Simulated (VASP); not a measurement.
# Eu (P6_3/mmc) in VASP: single point with PBE+U

Aim: the single point of Eu with PBE+U.

Program: VASP 6.6.1. These are calculated values, not measurements. Logs are shortened: lines on timing, memory, paths and dates and some standing lists are left out, and cuts for length are marked.

### 1 The cell of the first run

Symmetry: P6_3/mmc, No. 194, hexagonal system. Conventional cell: a = 4.107 Å, b = 4.107 Å, c = 6.708 Å, α = 90.00°, β = 90.00°, γ = 120.00°. Eu (site symmetry -6m2) has 12 Eu at 4.11 Å within 5.4 Å.

### 2 Single point, PBE+U, collinear spin, ferromagnetic start

Input file INCAR:

```
ALGO = Normal
EDIFF = 1E-6
ENCUT = 520
GGA = PE
ISIF = 2
ISMEAR = 0
ISPIN = 2
LASPH = T
LCHARG = F
LDAU = T
LDAUJ = 0
LDAUL = 3
LDAUPRINT = 1
LDAUTYPE = 2
LDAUU = 6
LMAXMIX = 6
LORBIT = 11
LREAL = F
LWAVE = F
MAGMOM = 7 7
NBANDS = 28
NELM = 150
PREC = Accurate
SIGMA = 0.05
```

Input file KPOINTS:

```
k-points
0
Gamma
  6 6 4
```

Input file POSCAR:

```
Eu
1.0
    4.1067582141      0.0000000000      0.0000000000
   -2.0533791070      3.5565569406      0.0000000000
    0.0000000000      0.0000000000      6.7077050830
Eu
2
Direct
    0.3333333333      0.6666666667      0.7500000000
    0.6666666667      0.3333333333      0.2500000000
```

Potentials or basis: VASP PAW PBE potentials, release 64 (Eu).

The run is started by

```sh
$ cat potpaw_PBE.64/Eu/POTCAR > POTCAR
$ mpirun -np 1 vasp_std > vasp.out
```

OUTCAR:

```text
EDIFF = 1E-6
   ENCUT = 520
   GGA = PE
   ISIF = 2
   ISMEAR = 0
   ISPIN = 2
   LASPH = T
   LORBIT = 11
   LREAL = F
   NELM = 150
   PREC = Accurate

 ion  position               nearest neighbor table
   1  0.333  0.667  0.750-
   2  0.667  0.333  0.250-

  LATTYP: Found a hexagonal cell.
 ALAT       =     4.1067582141
 C/A-ratio  =     1.6333333333

  Lattice vectors:

 A1 = (   4.1067582141,   0.0000000000,   0.0000000000)
 A2 = (  -2.0533791070,   3.5565569406,   0.0000000000)
 A3 = (   0.0000000000,   0.0000000000,   6.7077050830)

Analysis of symmetry for initial positions (statically):
=====================================================================
 Subroutine PRICEL returns:
 Original cell was already a primitive cell.

 Routine SETGRP: Setting up the symmetry group for a
 hexagonal supercell.

 Subroutine GETGRP returns: Found 24 space group operations
 (whereof 12 operations were pure point group operations)
 out of a pool of 24 trial point group operations.

The static configuration has the point symmetry D_3d.
 The point group associated with its full space group is D_6h.

Analysis of symmetry for dynamics (positions and initial velocities):
=====================================================================
 Subroutine PRICEL returns:
 Original cell was already a primitive cell.

 Routine SETGRP: Setting up the symmetry group for a
 hexagonal supercell.

 Subroutine GETGRP returns: Found 24 space group operations
 (whereof 12 operations were pure point group operations)
 out of a pool of 24 trial point group operations.

The dynamic configuration has the point symmetry D_3d.
 The point group associated with its full space group is D_6h.

Analysis of structural, dynamic, and magnetic symmetry:
=====================================================================
 Subroutine PRICEL returns:
 Original cell was already a primitive cell.

 Routine SETGRP: Setting up the symmetry group for a
 hexagonal supercell.

 Subroutine GETGRP returns: Found 24 space group operations
 (whereof 12 operations were pure point group operations)
 out of a pool of 24 trial point group operations.

The overall configuration has the point symmetry D_3d.
 The point group associated with its full space group is D_6h.

 Subroutine INISYM returns: Found 24 space group operations
 (whereof 12 operations are pure point group operations),
 and found     1 'primitive' translations

----------------------------------------------------------------------------------------

                                     Primitive cell

  volume of cell :      97.9722

  direct lattice vectors                    reciprocal lattice vectors
     4.106758214  0.000000000  0.000000000     0.243501065  0.140585406  0.000000000
    -2.053379107  3.556556941  0.000000000     0.000000000  0.281170811  0.000000000
     0.000000000  0.000000000  6.707705083     0.000000000  0.000000000  0.149082285

  length of vectors
     4.106758214  4.106758214  6.707705083     0.281170811  0.281170811  0.149082285
[... 152 lines left out ...]
  o =  0.0001  v =  0.0000  0.0000  0.0000  0.0000  0.0000  0.0000  0.0000 -0.0000 -0.0000 -0.9953 -0.0000 -0.0965 -0.0000 -0.0000      0.0000  0.0000  0.0000  0.0000  0.0000  0.0000  0.0000  0.0000  0.0000  0.0000  0.0000  0.0000  0.0000  0.0000
  o =  0.9748  v = -0.0000 -0.0000  0.0000 -1.0000 -0.0000 -0.0000 -0.0000  0.0000  0.0000  0.0000  0.0000  0.0000  0.0000  0.0000      0.0000  0.0000  0.0000  0.0000  0.0000  0.0000  0.0000  0.0000  0.0000  0.0000  0.0000  0.0000  0.0000  0.0000
  o =  0.9755  v =  1.0000 -0.0000  0.0000 -0.0000  0.0000  0.0000  0.0000  0.0000  0.0000  0.0000  0.0000  0.0000  0.0000  0.0000      0.0000  0.0000  0.0000  0.0000  0.0000  0.0000  0.0000  0.0000  0.0000  0.0000  0.0000  0.0000  0.0000  0.0000
  o =  0.9774  v =  0.0000  0.9840 -0.0000 -0.0000  0.0000  0.1783  0.0000  0.0000  0.0000  0.0000  0.0000  0.0000  0.0000  0.0000      0.0000  0.0000  0.0000  0.0000  0.0000  0.0000  0.0000  0.0000  0.0000  0.0000  0.0000  0.0000  0.0000  0.0000
  o =  0.9774  v =  0.0000  0.1783  0.0000  0.0000 -0.0000 -0.9840  0.0000  0.0000  0.0000  0.0000  0.0000  0.0000  0.0000  0.0000      0.0000  0.0000  0.0000  0.0000  0.0000  0.0000  0.0000  0.0000  0.0000  0.0000  0.0000  0.0000  0.0000  0.0000
  o =  0.9775  v =  0.0000  0.0000  0.7795  0.0000 -0.6264  0.0000 -0.0000  0.0000  0.0000  0.0000  0.0000  0.0000  0.0000  0.0000      0.0000  0.0000  0.0000  0.0000  0.0000  0.0000  0.0000  0.0000  0.0000  0.0000  0.0000  0.0000  0.0000  0.0000
  o =  0.9775  v = -0.0000  0.0000  0.6264  0.0000  0.7795  0.0000 -0.0000  0.0000  0.0000  0.0000  0.0000  0.0000  0.0000  0.0000      0.0000  0.0000  0.0000  0.0000  0.0000  0.0000  0.0000  0.0000  0.0000  0.0000  0.0000  0.0000  0.0000  0.0000
  o =  0.9777  v =  0.0000  0.0000 -0.0000  0.0000  0.0000  0.0000 -1.0000  0.0000  0.0000  0.0000  0.0000  0.0000  0.0000  0.0000      0.0000  0.0000  0.0000  0.0000  0.0000  0.0000  0.0000  0.0000  0.0000  0.0000  0.0000  0.0000  0.0000  0.0000

atom =   2  type =  1  l = 3

 onsite density matrix

spin component  1

  0.9755  0.0000 -0.0000  0.0000 -0.0000 -0.0000 -0.0000
  0.0000  0.9774 -0.0000 -0.0000 -0.0000  0.0000  0.0000
 -0.0000 -0.0000  0.9775 -0.0000  0.0000  0.0000  0.0000
  0.0000 -0.0000 -0.0000  0.9748 -0.0000 -0.0000 -0.0000
 -0.0000 -0.0000  0.0000 -0.0000  0.9775 -0.0000 -0.0000
 -0.0000  0.0000  0.0000 -0.0000 -0.0000  0.9774 -0.0000
 -0.0000  0.0000  0.0000 -0.0000 -0.0000 -0.0000  0.9777

spin component  2

  0.0000 -0.0000  0.0000  0.0000  0.0000  0.0000 -0.0000
 -0.0000  0.0000  0.0000  0.0000 -0.0000 -0.0000  0.0000
  0.0000  0.0000  0.0001  0.0000  0.0000 -0.0000  0.0000
  0.0000  0.0000  0.0000  0.0000 -0.0000  0.0000  0.0000
  0.0000 -0.0000  0.0000 -0.0000  0.0001  0.0000 -0.0000
  0.0000 -0.0000 -0.0000  0.0000  0.0000  0.0000  0.0000
 -0.0000  0.0000  0.0000  0.0000 -0.0000  0.0000  0.0001

 occupancies and eigenvectors

  o =  0.0000  v =  0.0000  0.0000  0.0000  0.0000  0.0000  0.0000  0.0000 -0.0000 -0.0000 -0.0000  1.0000  0.0000 -0.0000 -0.0000      0.0000  0.0000  0.0000  0.0000  0.0000  0.0000  0.0000  0.0000  0.0000  0.0000  0.0000  0.0000  0.0000  0.0000
  o =  0.0000  v =  0.0000  0.0000  0.0000  0.0000  0.0000  0.0000  0.0000  1.0000  0.0000 -0.0000  0.0000 -0.0000 -0.0000  0.0000      0.0000  0.0000  0.0000  0.0000  0.0000  0.0000  0.0000  0.0000  0.0000  0.0000  0.0000  0.0000  0.0000  0.0000
  o =  0.0000  v =  0.0000  0.0000  0.0000  0.0000  0.0000  0.0000  0.0000  0.0000  0.8842  0.0000  0.0000  0.0000  0.4671 -0.0000      0.0000  0.0000  0.0000  0.0000  0.0000  0.0000  0.0000  0.0000  0.0000  0.0000  0.0000  0.0000  0.0000  0.0000
  o =  0.0000  v =  0.0000  0.0000  0.0000  0.0000  0.0000  0.0000  0.0000  0.0000 -0.4671  0.0000 -0.0000 -0.0000  0.8842 -0.0000      0.0000  0.0000  0.0000  0.0000  0.0000  0.0000  0.0000  0.0000  0.0000  0.0000  0.0000  0.0000  0.0000  0.0000
  o =  0.0001  v =  0.0000  0.0000  0.0000  0.0000  0.0000  0.0000  0.0000  0.0000 -0.0000  0.0000 -0.0000 -0.0000 -0.0000 -1.0000      0.0000  0.0000  0.0000  0.0000  0.0000  0.0000  0.0000  0.0000  0.0000  0.0000  0.0000  0.0000  0.0000  0.0000
  o =  0.0001  v =  0.0000  0.0000  0.0000  0.0000  0.0000  0.0000  0.0000 -0.0000 -0.0000 -0.9566 -0.0000  0.2914  0.0000 -0.0000      0.0000  0.0000  0.0000  0.0000  0.0000  0.0000  0.0000  0.0000  0.0000  0.0000  0.0000  0.0000  0.0000  0.0000
  o =  0.0001  v =  0.0000  0.0000  0.0000  0.0000  0.0000  0.0000  0.0000  0.0000 -0.0000  0.2914 -0.0000  0.9566  0.0000 -0.0000      0.0000  0.0000  0.0000  0.0000  0.0000  0.0000  0.0000  0.0000  0.0000  0.0000  0.0000  0.0000  0.0000  0.0000
  o =  0.9748  v = -0.0000  0.0000 -0.0000  1.0000  0.0000  0.0000 -0.0000  0.0000  0.0000  0.0000  0.0000  0.0000  0.0000  0.0000      0.0000  0.0000  0.0000  0.0000  0.0000  0.0000  0.0000  0.0000  0.0000  0.0000  0.0000  0.0000  0.0000  0.0000
  o =  0.9755  v =  1.0000 -0.0000  0.0000  0.0000  0.0000  0.0000  0.0000  0.0000  0.0000  0.0000  0.0000  0.0000  0.0000  0.0000      0.0000  0.0000  0.0000  0.0000  0.0000  0.0000  0.0000  0.0000  0.0000  0.0000  0.0000  0.0000  0.0000  0.0000
  o =  0.9774  v =  0.0000  0.9707 -0.0000 -0.0000 -0.0000  0.2402  0.0000  0.0000  0.0000  0.0000  0.0000  0.0000  0.0000  0.0000      0.0000  0.0000  0.0000  0.0000  0.0000  0.0000  0.0000  0.0000  0.0000  0.0000  0.0000  0.0000  0.0000  0.0000
  o =  0.9774  v =  0.0000  0.2402  0.0000 -0.0000 -0.0000 -0.9707  0.0000  0.0000  0.0000  0.0000  0.0000  0.0000  0.0000  0.0000      0.0000  0.0000  0.0000  0.0000  0.0000  0.0000  0.0000  0.0000  0.0000  0.0000  0.0000  0.0000  0.0000  0.0000
  o =  0.9775  v = -0.0000 -0.0000 -0.7794 -0.0000  0.6265 -0.0000  0.0000  0.0000  0.0000  0.0000  0.0000  0.0000  0.0000  0.0000      0.0000  0.0000  0.0000  0.0000  0.0000  0.0000  0.0000  0.0000  0.0000  0.0000  0.0000  0.0000  0.0000  0.0000
  o =  0.9775  v = -0.0000  0.0000  0.6265  0.0000  0.7794  0.0000 -0.0000  0.0000  0.0000  0.0000  0.0000  0.0000  0.0000  0.0000      0.0000  0.0000  0.0000  0.0000  0.0000  0.0000  0.0000  0.0000  0.0000  0.0000  0.0000  0.0000  0.0000  0.0000
  o =  0.9777  v =  0.0000  0.0000 -0.0000  0.0000  0.0000  0.0000 -1.0000  0.0000  0.0000  0.0000  0.0000  0.0000  0.0000  0.0000      0.0000  0.0000  0.0000  0.0000  0.0000  0.0000  0.0000  0.0000  0.0000  0.0000  0.0000  0.0000  0.0000  0.0000

 number of electron      34.0000001 magnetization      14.9187912

 Free energy of the ion-electron system (eV)
  ---------------------------------------------------
  ext. energy  EPLUGINS =         0.00000000
  ---------------------------------------------------
  free energy    TOTEN  =       -21.54493373 eV

  energy without entropy =      -21.54100416  energy(sigma->0) =      -21.54296894

 E-fermi :   1.5393     XC(G=0):  -8.1717

 val. band max:        1.5332294289   @ k =   0.3333   0.1667   0.2500
 cond. band min:       1.5585394350   @ k =   0.5000   0.0000   0.0000
 fundamental gap:      0.0253100061
 Fermi energy:         1.5393290050

 spin component 1

 k-point     1 :       0.0000    0.0000    0.0000
  band No.  band energies     occupation
      1     -39.4554      1.00000
      2     -39.4385      1.00000
      3     -18.5395      1.00000
      4     -18.2968      1.00000
      5     -18.2968      1.00000
      6     -18.2577      1.00000
[... 640 lines left out ...]
     27       1.9901      0.00000
     28       1.9901      0.00000
 Fermi energy:         1.5393290050

 spin component 2

 k-point     1 :       0.0000    0.0000    0.0000
  band No.  band energies     occupation
      1     -36.2499      1.00000
      2     -36.2269      1.00000
      3     -16.2519      1.00000
      4     -15.9382      1.00000
      5     -15.9382      1.00000
      6     -15.8887      1.00000
[... 640 lines left out ...]
     27      10.1428      0.00000
     28      10.1719      0.00000

------------------------ aborting loop because EDIFF is reached ----------------------------------------

  FORCE on cell =-STRESS in cart. coord.  units (eV):
  Direction    XX          YY          ZZ          XY          YZ          ZX
  --------------------------------------------------------------------------------------
  -------------------------------------------------------------------------------------
  Total       -0.0955733     -0.0955733     -0.0568356     -0.0000000     -0.0000000      0.0000000
  in kB       -1.5629470     -1.5629470     -0.9294544     -0.0000000     -0.0000000      0.0000000
  external PRESSURE =      -1.3517828 kB  Pullay stress =       0.0000000 kB

 VOLUME and BASIS-vectors are now :
 -----------------------------------------------------------------------------
  energy-cutoff  :      520.00
  volume of cell :       97.97
      direct lattice vectors                 reciprocal lattice vectors
     4.106758214  0.000000000  0.000000000     0.243501065  0.140585406  0.000000000
    -2.053379107  3.556556941  0.000000000     0.000000000  0.281170811  0.000000000
     0.000000000  0.000000000  6.707705083     0.000000000  0.000000000  0.149082285

 POSITION                                       TOTAL-FORCE (eV/Angst)
 -----------------------------------------------------------------------------------
     -0.00000      2.37104      5.03078        -0.000000     -0.000000      0.000000
      2.05338      1.18552      1.67693         0.000000      0.000000      0.000000
 -----------------------------------------------------------------------------------
    total drift:                               -0.000000      0.000000     -0.000000

  FREE ENERGIE OF THE ION-ELECTRON SYSTEM (eV)
  ---------------------------------------------------
  free  energy   TOTEN  =       -21.5449337269 eV

  energy  without entropy=      -21.5410041621  energy(sigma->0) =      -21.54296894

 total charge

# of ion       s       p       d       f       tot
--------------------------------------------------
    1        2.078   5.741   0.199   6.831  14.850
    2        2.078   5.741   0.199   6.831  14.850
--------------------------------------------------
tot          4.157  11.482   0.398  13.663  29.699

 magnetization (x)

# of ion       s       p       d       f       tot
--------------------------------------------------
    1       -0.005  -0.101   0.108   6.831   6.833
    2       -0.005  -0.101   0.108   6.831   6.833
--------------------------------------------------
tot         -0.009  -0.202   0.216  13.662  13.665
```

It took 4.8 min on 1 thread of AMD EPYC 7R43 (Zen 3), shared host; peak memory 0.28 GiB.

What came out:

```yaml
Free_energy: -21.5449 eV
Pressure: -0.1 GPa
Net_moment: 14.92 μB per cell
Site_moments: Eu +6.83 μB
Valence_electrons_inside_the_program's_atomic_spheres: Eu 14.85
```

Eigenvalues of the final occupation matrices:
| site | spin | trace | eigenvalues |
| --- | --- | --- | --- |
| site 1 f | 1 | 6.84 | 0.97 0.98 0.98 0.98 0.98 0.98 0.98 |
| site 1 f | 2 | 0.00 | 0.00 0.00 0.00 0.00 0.00 0.00 0.00 |
| site 2 f | 1 | 6.84 | 0.97 0.98 0.98 0.98 0.98 0.98 0.98 |
| site 2 f | 2 | 0.00 | 0.00 0.00 0.00 0.00 0.00 0.00 0.00 |

Caveat: spin-orbit coupling is left out, which moves the levels of the heavy elements. The state reached can hang on the start; a lower one may exist.
